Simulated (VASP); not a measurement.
Wanted: the native input for a VASP 6.6.1 run.

- Task: single point
- Functional: PBE
- Potentials or basis: VASP PAW PBE potentials, release 64 (Ca_sv, Pb_d)
- Cutoff: 520 eV
- k mesh: 6 × 6 × 6
- Occupations: gaussian, width 0.1 eV
- Spin: no spin polarisation
- Dipole correction: no
- Further INCAR settings: ALGO = Fast; EDIFF = 1e-06; NBANDS = 26

The structure of CaPb2 lies in POSCAR:

```
CaPb2
1.0
    2.3681515525      1.3672529363      5.3722071192
   -2.3681515525      1.3672529363      5.3722071192
    0.0000000000     -2.7345058726      5.3722071192
Ca Pb
1 2
Direct
    0.0000000000      0.0000000000      0.0000000000
    0.7865441851      0.7865441851      0.7865441851
    0.2134558149      0.2134558149      0.2134558149
```

The input as run:

INCAR

```
SYSTEM = CaPb2
ALGO     = Fast           ! electronic algorithm
EDIFF    = 1E-6           ! SCF threshold, eV
ENCUT    = 520            ! plane-wave cutoff, eV
GGA      = PE             ! functional
ISIF     = 2              ! what is computed and relaxed
ISMEAR   = 0              ! smearing method
LASPH    = .TRUE.         ! aspherical terms in the spheres
LCHARG   = .FALSE.        ! write CHGCAR
LREAL    = .FALSE.        ! projectors in reciprocal space
LWAVE    = .FALSE.        ! write WAVECAR
NBANDS   = 26             ! bands
NELM     = 80             ! most SCF steps
PREC     = Accurate       ! precision mode
SIGMA    = 0.1            ! smearing width, eV
```

KPOINTS

```
k-points
0
G
  6 6 6
  0 0 0
```

Potentials or basis: VASP PAW PBE potentials, release 64 (Ca_sv, Pb_d).

Command:

```sh
$ cat potpaw_PBE.64/Ca_sv/POTCAR potpaw_PBE.64/Pb_d/POTCAR > POTCAR
$ mpirun -np 1 vasp_std > vasp.out
```

It gave:

- Pressure: 0.2 GPa
- Largest force: 0.004 eV/Å
- Band gap on the k mesh: zero (bands 19 and 20 overlap by 0.13 eV)

Caveat: spin-orbit coupling is left out, which moves the levels of the heavy elements.

Wall time 2.2 min on 1 thread of Intel(R) Xeon(R) 6975P-C (Granite Rapids) (shared host), peak memory 0.35 GiB.
